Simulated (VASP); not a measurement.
Crystal: CoO.

```xyz
2
Lattice="-1.5080 1.5080 2.1073 1.5080 -1.5080 2.1073 1.5080 1.5080 -2.1073" Properties=species:S:1:pos:R:3 pbc="T T T"
Co    0.0000    0.0000    0.0000
O     0.0000    0.0000    2.1073
```

Base run:

| Property | Result |
| --- | --- |
| Program | VASP 6.6.1 |
| Functional | PBE |
| Potentials or basis | VASP PAW PBE potentials, release 64 (Co, O) |
| Cutoff | 520 eV |
| k mesh | 10 × 10 × 10 |
| Occupations | fermi-dirac, width 0.05 eV |
| Spin | collinear spin, ferromagnetic start |
| Starting moments | [1.5, 0.0] μB |
| Fixed moment | 1.5 μB |

Its results: pressure -11.3 GPa; site moments Co +1.47; O +0.01 μB.

Task: The run is repeated on the same cell with these changes: fixed moment from 1.5 μB to 2 μB; moments at the start from [1.5, 0.0] to [2.0, 0.0]. What comes out?

Result: Pressure -7.9 GPa; site moments Co +1.89; O +0.08 μB.

Caveats: the total moment is fixed, so each spin has its own Fermi level; a cell with one magnetic atom can't hold antiferromagnetic order, which such compounds often take.
